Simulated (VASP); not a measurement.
Al, 16 atoms in the cell. The cell holds a slab with vacuum, 16 atoms: a = 5.728 Å, b = 5.728 Å, c = 18.075 Å, α = 90.00°, β = 90.00°, γ = 90.00°. 

```yaml
Program: VASP 6.6.1
Task: relaxation of the atoms
Functional: PBE
Potentials_or_basis: VASP PAW PBE potentials, release 64 (Al)
Cutoff: 520 eV
k_mesh: 3 × 3 × 1
Occupations: fermi-dirac, width 0.15 eV
Spin: no spin polarisation
Dipole_correction: no
Atoms_held_fixed_from_0: "[0, 1, 2, 3]"
Further_INCAR_settings: LREAL = Auto; ALGO = Normal; EDIFF = 1e-06; IBRION = 2; EDIFFG = -0.08; NSW = 45
```

Potentials or basis: VASP PAW PBE potentials, release 64 (Al).

Run with:

```console
$ cat potpaw_PBE.64/Al/POTCAR > POTCAR
$ mpirun -np 1 vasp_std > vasp.out
```

Hardware: 1 thread of Intel(R) Xeon(R) Platinum 8488C (Sapphire Rapids), on a shared host.

Problem. How long does it take, and how much memory?

Solution. It took 2.9 min on 1 thread of Intel(R) Xeon(R) Platinum 8488C (Sapphire Rapids) (shared host), peak memory 0.64 GiB. Counts: scf iterations 34, k points 3, ion steps 3.
